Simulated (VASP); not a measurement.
**SnTe3: relaxation of cell and atoms with PBEsol**

Crystal: SnTe3.

```
Te Sn
1.0
     0.00000    3.86122    3.86122
     3.86122    0.00000    3.86122
     3.86122    3.86122    0.00000
Te Sn
3 1
Direct
  0.50000 0.50000 0.50000
  0.75000 0.75000 0.75000
  0.25000 0.25000 0.25000
  0.00000 0.00000 0.00000
```

```
Program                : VASP 6.6.1
Task                   : relaxation of cell and atoms
Functional             : PBEsol
Potentials or basis    : VASP PAW PBE potentials, release 64 (Te, Sn_d)
Cutoff                 : 600 eV
k mesh                 : 6 × 6 × 6
Occupations            : fermi-dirac, width 0.05 eV
Spin                   : no spin polarisation
Dipole correction      : no
Further INCAR settings : ALGO = Normal; EDIFF = 1e-07; IBRION = 2; EDIFFG = -0.01; NSW = 60; ISIF = 3
```

The relaxed volume is 27.21 Å³/atom and the relaxed cell is a = 5.359 Å, b = 5.359 Å, c = 5.359 Å, α = 60.00°, β = 60.00°, γ = 60.00°. The space group after relaxing (to 0.05 Å) is Fm-3m (No. 225) and the energy gained by relaxing is 14.4 meV/atom. The ionic steps are 3 and the pressure after relaxing is 0.0 GPa. The band gap on the k mesh is zero (band 16 reaches 8.73 eV, above the bottom of band 17 at 6.32 eV).

Step by step:
| step | energy change (eV) | largest force (eV/Å) | pressure (GPa) | volume (Å³) |
| --- | --- | --- | --- | --- |
| 1 | 0.0000 | 0.0000 | -2.80 | 115.13 |
| 2 | -0.0517 | 0.0000 | 1.01 | 106.95 |
| 3 | -0.0576 | 0.0000 | 0.00 | 108.84 |

Final structure:
```cif
data_structure
_symmetry_space_group_name_H-M 'P 1'
_symmetry_Int_Tables_number 1
_cell_length_a 5.3591
_cell_length_b 5.3591
_cell_length_c 5.3591
_cell_angle_alpha 60.000
_cell_angle_beta 60.000
_cell_angle_gamma 60.000
_cell_volume 108.84
loop_
_atom_site_label
_atom_site_type_symbol
_atom_site_fract_x
_atom_site_fract_y
_atom_site_fract_z
_atom_site_occupancy
Te1 Te 0.50000 0.50000 0.50000 1
Te2 Te 0.75000 0.75000 0.75000 1
Te3 Te 0.25000 0.25000 0.25000 1
Sn1 Sn 0.00000 0.00000 0.00000 1
```

Levels at points of the mesh, in eV from the Fermi level:
```csv
k point,band 12,band 13,band 14,band 15,band 16,band 17,band 18,band 19,band 20
"(0.00, 0.00, 0.00)",-3.57,-3.55,-3.55,-3.55,-2.02,-2.02,-2.02,2.86,2.86
"(0.50, 0.00, 0.00)",-3.71,-3.71,-2.03,-1.98,0.39,0.39,1.45,1.76,1.76
"(0.50, 0.50, 0.00)",-1.55,-0.86,-0.61,-0.61,0.08,0.17,0.17,2.21,3.41
```

Wall time 90 s on 1 thread of Intel(R) Xeon(R) 6975P-C (Granite Rapids), on a shared host, peak memory 0.35 GiB.

Caveat: the PAW data sets were made with another functional, which shifts forces and pressure a little; spin-orbit coupling is left out, which moves the levels of the heavy elements.
